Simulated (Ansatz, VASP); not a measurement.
One calculation of AlRu, two programs

```xyz
2
Lattice="2.9512 0.0000 0.0000 0.0000 2.9512 0.0000 0.0000 0.0000 2.9512" Properties=species:S:1:pos:R:3 pbc="T T T"
Al    0.0000    0.0000    0.0000
Ru    1.4756    1.4756    1.4756
```

Change from the starting cell: volume scaled by 0.96.

Alike in both runs: task single point; functional PBE; k mesh 12 × 12 × 12; occupations fermi-dirac, width 0.05 eV; no spin polarisation.

```csv
,VASP,Ansatz
version,VASP 6.6.1,Ansatz 0.2.0
potentials or method,"VASP PAW PBE potentials, release 64 (Al, Ru_pv), cutoff 520 eV","all-electron LAPW, scalar-relativistic"
```

|  | VASP | Ansatz | Ansatz less VASP |
| --- | --- | --- | --- |
| pressure (GPa) | 12.0 | 12.0 | -0.07 |

Ansatz ran all-electron here, and VASP with PAW potentials.
